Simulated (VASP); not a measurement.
# ZnSiP2 (I-42d) in VASP: single point with PBE

Aim: the single point of ZnSiP2 with PBE.

Program: VASP 6.6.1. These are calculated values, not measurements. Logs are shortened: lines on timing, memory, paths and dates and some standing lists are left out, and cuts for length are marked.

## (1) The cell of the first run

It takes space group I-42d (No. 122, tetragonal). The conventional cell has a = 5.373 Å, b = 5.373 Å, c = 10.460 Å, α = 90.00°, β = 90.00°, γ = 90.00°. Within 3.1 Å of Zn (site symmetry -4) lie 4 P at 2.36 Å. Si (site symmetry -4) has 4 P at 2.25 Å within 3.0 Å. P (site symmetry 2) has 2 Si at 2.25 Å and 2 Zn at 2.36 Å within 3.0 Å.

## (2) Single point, PBE

INCAR reads:

```
ALGO = Fast
EDIFF = 1E-7
ENCUT = 520
GGA = PE
ISIF = 2
ISMEAR = 0
LASPH = True
LCHARG = False
LREAL = False
LWAVE = False
NBANDS = 36
NELM = 100
PREC = Accurate
SIGMA = 0.02
```

KPOINTS reads:

```
k-points
0
Gamma
  8 8 8
```

POSCAR reads:

```
ZnSiP2
1.0
   -2.6867032364      2.6867032364      5.2300306318
    2.6867032364     -2.6867032364      5.2300306318
    2.6867032364      2.6867032364     -5.2300306318
Zn Si P
2 2 4
Direct
    0.0000000000      0.0000000000      0.0000000000
    0.7500000000      0.2500000000      0.5000000000
    0.5000000000      0.5000000000      0.0000000000
    0.2500000000      0.7500000000      0.5000000000
    0.3750000000      0.3923012000      0.5173012000
    0.8750000000      0.8576988000      0.4826988000
    0.6076988000      0.1250000000      0.9826988000
    0.1423012000      0.6250000000      0.0173012000
```

Potentials or basis: VASP PAW PBE potentials, release 64 (Zn, Si, P).

Started as:

```bash
cat potpaw_PBE.64/Zn/POTCAR potpaw_PBE.64/Si/POTCAR potpaw_PBE.64/P/POTCAR > POTCAR
mpirun -np 1 vasp_std > vasp.out
```

OUTCAR:

```text
EDIFF = 1E-7
   ENCUT = 520
   GGA = PE
   ISIF = 2
   ISMEAR = 0
   LASPH = True
   LREAL = False
   NELM = 100
   PREC = Accurate

 ion  position               nearest neighbor table
   1  0.000  0.000  0.000-   5 2.36   7 2.36   6 2.36   8 2.36
   2  0.750  0.250  0.500-   8 2.36   6 2.36   7 2.36   5 2.36
   3  0.500  0.500  0.000-   5 2.25   6 2.25   7 2.25   8 2.25
   4  0.250  0.750  0.500-   5 2.25   6 2.25   7 2.25   8 2.25
   5  0.375  0.392  0.517-   3 2.25   4 2.25   1 2.36   2 2.36
   6  0.875  0.858  0.483-   3 2.25   4 2.25   1 2.36   2 2.36
   7  0.608  0.125  0.983-   3 2.25   4 2.25   2 2.36   1 2.36
   8  0.142  0.625  0.017-   3 2.25   4 2.25   2 2.36   1 2.36

  LATTYP: Found a body centered tetragonal cell.
 ALAT       =     5.3734064728
 C/A-ratio  =     1.9466350287

  Lattice vectors:

 A1 = (  -2.6867032364,   2.6867032364,   5.2300306318)
 A2 = (   2.6867032364,  -2.6867032364,   5.2300306318)
 A3 = (   2.6867032364,   2.6867032364,  -5.2300306318)

Analysis of symmetry for initial positions (statically):
=====================================================================
 Subroutine PRICEL returns:
 Original cell was already a primitive cell.

 Routine SETGRP: Setting up the symmetry group for a
 body centered tetragonal supercell.

 Subroutine GETGRP returns: Found  8 space group operations
 (whereof  4 operations were pure point group operations)
 out of a pool of 16 trial point group operations.

The static configuration has the point symmetry S_4 .
 The point group associated with its full space group is D_2d.

Analysis of symmetry for dynamics (positions and initial velocities):
=====================================================================
 Subroutine PRICEL returns:
 Original cell was already a primitive cell.

 Routine SETGRP: Setting up the symmetry group for a
 body centered tetragonal supercell.

 Subroutine GETGRP returns: Found  8 space group operations
 (whereof  4 operations were pure point group operations)
 out of a pool of 16 trial point group operations.

The dynamic configuration has the point symmetry S_4 .
 The point group associated with its full space group is D_2d.

 Subroutine INISYM returns: Found  8 space group operations
 (whereof  4 operations are pure point group operations),
 and found     1 'primitive' translations

----------------------------------------------------------------------------------------

                                     Primitive cell

  volume of cell :     151.0093

  direct lattice vectors                    reciprocal lattice vectors
    -2.686703236  2.686703236  5.230030632     0.000000000  0.186101685  0.095601735
     2.686703236 -2.686703236  5.230030632     0.186101685  0.000000000  0.095601735
     2.686703236  2.686703236 -5.230030632     0.186101685  0.186101685  0.000000000

  length of vectors
     6.464516144  6.464516144  6.464516144     0.209221244  0.209221244  0.263187527

  position of ions in fractional coordinates (direct lattice)
     0.000000000  0.000000000  0.000000000
     0.750000000  0.250000000  0.500000000
     0.500000000  0.500000000  0.000000000
     0.250000000  0.750000000  0.500000000
     0.375000000  0.392301200  0.517301200
     0.875000000  0.857698800  0.482698800
     0.607698800  0.125000000  0.982698800
     0.142301200  0.625000000  0.017301200

  ion indices of the primitive-cell ions
   primitive index   ion index
                 1           1
                 2           2
                 3           3
                 4           4
                 5           5
                 6           6
                 7           7
                 8           8

----------------------------------------------------------------------------------------

 KPOINTS: k-points

Automatic generation of k-mesh.
 Grid dimensions read from file:
 generate k-points for:    8    8    8

 Generating k-lattice:

  Cartesian coordinates                     Fractional coordinates (reciprocal lattice)
     0.000000000  0.023262711  0.011950217     0.125000000 -0.000000000  0.000000000
     0.023262711  0.000000000  0.011950217    -0.000000000  0.125000000  0.000000000
     0.023262711  0.023262711  0.000000000     0.000000000  0.000000000  0.125000000

  Length of vectors
     0.026152655  0.026152655  0.032898441

  Shift w.r.t. Gamma in fractional coordinates (k-lattice)
     0.000000000  0.000000000  0.000000000

 Subroutine IBZKPT returns following result:
 ===========================================

 Found     59 irreducible k-points:

 Following reciprocal coordinates:
            Coordinates               Weight
  0.000000  0.000000  0.000000      1.000000
  0.125000  0.000000  0.000000      8.000000
  0.250000  0.000000  0.000000      8.000000
  0.375000  0.000000  0.000000      8.000000
  0.500000  0.000000  0.000000      4.000000
  0.125000  0.125000  0.000000      8.000000
[... 16 lines left out ...]
  0.250000  0.125000  0.125000     16.000000
  0.375000  0.125000  0.125000      8.000000
 [... further k-points ...]
   k-points           NKPTS =     59   k-points in BZ     NKDIM =     59   number of bands    NBANDS=     36
   number of dos      NEDOS =    301   number of ions     NIONS =      8
   total plane-waves  NPLWV = 110592
   dimension x,y,z NGX =    48 NGY =   48 NGZ =   48
   dimension x,y,z NGXF=    96 NGYF=   96 NGZF=   96
   ions per type =               2   2   4
   NGX,Y,Z   is equivalent  to a cutoff of  12.34, 12.34, 12.34 a.u.
   NGXF,Y,Z  is equivalent  to a cutoff of  24.69, 24.69, 24.69 a.u.
 SYSTEM =  unknown system
   PREC   = accura    normal or accurate (medium, high low for compatibility)
   ISTART =      0    job   : 0-new  1-cont  2-samecut
   ICHARG =      2    charge: 1-file 2-atom 10-const
   ISPIN  =      1    spin polarized calculation?
   LNONCOLLINEAR =      F non collinear calculations
   LSORBIT =      F    spin-orbit coupling
   LASPH  =      T    aspherical Exc in radial PAW
   ENCUT  =  520.0 eV  38.22 Ry    6.18 a.u.  12.02 12.02 12.02*2*pi/ulx,y,z
   NELM   =    100;   NELMIN=  2; NELMDL= -5     # of ELM steps
   EDIFF  = 0.1E-06   stopping-criterion for ELM
   LREAL  =      F    real-space projection
   EDIFFG = 0.1E-05   stopping-criterion for IOM
   NSW    =      0    number of steps for IOM
   IBRION =     -1    ionic relax: 0-MD 1-quasi-New 2-CG
   NFREE  =      0    steps in history (QN), initial steepest desc. (CG)
   ISIF   =      2    stress and relaxation
   ISYM   =      2    0-nonsym 1-usesym 2-fastsym
   POTIM  = 0.5000    time-step for ionic-motion
   TEBEG  =    0.0;   TEEND  =   0.0 temperature during run
   PSTRESS=    0.0 pullay stress
   NELECT =      52.0000    total number of electrons
   NUPDOWN=      -1.0000    fix difference up-down
   EMIN   =  10.00;   EMAX   =-10.00  energy-range for DOS
   EFERMI =   0.00;   METHOD = LEGACY
   ISMEAR =     0;   SIGMA  =   0.02  broadening in eV -4-tet -1-fermi 0-gaus
   EFERMI_NEDOS =   21; number of points for ismear=-14 and -15
   IALGO  =     68    algorithm
   IMIX   =      4    mixing-type and parameters
     AMIX     =   0.40;   BMIX     =  1.00
     AMIX_MAG =   1.60;   BMIX_MAG =  1.00
  volume/ion in A,a.u.               =      18.88       127.38
  Fermi-wavevector in a.u.,A,eV,Ry     =   1.147470  2.168404 17.914625  1.316688
  Thomas-Fermi vector in A             =   2.284150
   LORBIT       =      0    0 simple, 1 ext, 2 COOP (PROOUT), +10 PAW based schemes
   GGA     = PE    functional components
   LHFCALC =     F    Hartree Fock is set to
   AEXX    =    0.0000 exact exchange contribution
   IVDW    =     0    specifies the selected vdW correction
   LEPSILON=     F    determine dielectric tensor
   LRPA    =     F    only Hartree local field effects (RPA)
 non-spin polarized calculation
 RMM-DIIS sequential band-by-band and
 Gauss-broadening in eV      SIGMA  =   0.02
  energy-cutoff  :      520.00
  volume of cell :      151.01
 maximum number of plane-waves:      4088
   NGX = 25   NGY = 25   NGZ = 25

 number of electron      52.0000018 magnetization

 Free energy of the ion-electron system (eV)
  ---------------------------------------------------
  ext. energy  EPLUGINS =         0.00000000
  ---------------------------------------------------
  free energy    TOTEN  =       -37.18026091 eV

  energy without entropy =      -37.18026091  energy(sigma->0) =      -37.18026091

 E-fermi :   4.7877     XC(G=0):  -9.8100

 val. band max:        4.6467663407   @ k =   0.0000   0.0000   0.0000
 cond. band min:       5.9630701959   @ k =   0.0000   0.0000   0.0000
 fundamental gap:      1.3163038552
 Fermi energy:         4.7877367609

 k-point     1 :       0.0000    0.0000    0.0000
  band No.  band energies     occupation
      1      -8.4116      2.00000
      2      -5.4692      2.00000
      3      -5.4607      2.00000
      4      -5.4607      2.00000
      5      -3.9516      2.00000
      6      -2.1561      2.00000
[... 28 lines left out ...]
     35       9.8719      0.00000
     36      10.3681      0.00000

 k-point     2 :       0.1250    0.0000    0.0000
  band No.  band energies     occupation
      1      -8.3405      2.00000
      2      -5.6494      2.00000
      3      -5.5236      2.00000
      4      -5.4893      2.00000
      5      -3.7785      2.00000
      6      -2.1825      2.00000
[... 28 lines left out ...]
     35       9.8285      0.00000
     36      10.3463      0.00000
[... 817 lines left out ...]
     35      10.2008      0.00000
     36      10.4893      0.00000

 k-point    24 :       0.3750    0.1250    0.1250
  band No.  band energies     occupation
      1      -7.4531      2.00000
      2      -6.7743      2.00000
      3      -5.9674      2.00000
      4      -5.7442      2.00000
      5      -2.9198      2.00000
      6      -2.5093      2.00000
[... 28 lines left out ...]
     35       9.8615      0.00000
     36      10.3644      0.00000

 [... further k-points ...]

------------------------ aborting loop because EDIFF is reached ----------------------------------------

  FORCE on cell =-STRESS in cart. coord.  units (eV):
  Direction    XX          YY          ZZ          XY          YZ          ZX
  --------------------------------------------------------------------------------------
  -------------------------------------------------------------------------------------
  Total        2.1056928      2.1056928      2.0259213      0.0000000      0.0000000      0.0000000
  in kB       22.3409675     22.3409675     21.4946085      0.0000000      0.0000000      0.0000000
  external PRESSURE =      22.0588478 kB  Pullay stress =       0.0000000 kB

 VOLUME and BASIS-vectors are now :
 -----------------------------------------------------------------------------
  energy-cutoff  :      520.00
  volume of cell :      151.01
      direct lattice vectors                 reciprocal lattice vectors
    -2.686703236  2.686703236  5.230030632     0.000000000  0.186101685  0.095601735
     2.686703236 -2.686703236  5.230030632     0.186101685  0.000000000  0.095601735
     2.686703236  2.686703236 -5.230030632     0.186101685  0.186101685  0.000000000

 POSITION                                       TOTAL-FORCE (eV/Angst)
 -----------------------------------------------------------------------------------
      0.00000      0.00000      0.00000         0.000000      0.000000     -0.000000
     -0.00000      2.68670      2.61502         0.000000      0.000000      0.000000
      0.00000      0.00000      5.23003         0.000000      0.000000     -0.000000
      2.68670     -0.00000      2.61502         0.000000      0.000000     -0.000000
      1.43632      1.34335      1.30751        -0.022569      0.000000      0.000000
      1.25039      1.34335      6.53754         0.022569      0.000000     -0.000000
      1.34335      3.93709     -1.30751         0.000000      0.022569     -0.000000
      1.34335     -1.25039      3.92252         0.000000     -0.022569      0.000000
 -----------------------------------------------------------------------------------
    total drift:                                0.000003      0.000003     -0.000006

  FREE ENERGIE OF THE ION-ELECTRON SYSTEM (eV)
  ---------------------------------------------------
  free  energy   TOTEN  =       -37.1802609112 eV

  energy  without entropy=      -37.1802609112  energy(sigma->0) =      -37.18026091
```

Wall time 3.9 min (1 thread of Intel Xeon 6975P-C (Granite Rapids), shared host); peak memory 0.5 GiB.

What came out:

```yaml
Free_energy: -37.1803 eV
Pressure: 2.2 GPa
Largest_force: 0.023 eV/Å
Band_gap_on_the_k_mesh: 1.32 eV
```

Forces in eV/Å, atoms in the order of the input:
```
Zn   0.000  0.000  0.000
Zn   0.000  0.000  0.000
Si   0.000  0.000  0.000
Si   0.000  0.000  0.000
P   -0.023  0.000  0.000
P    0.023  0.000  0.000
P    0.000  0.023  0.000
P    0.000 -0.023  0.000
```
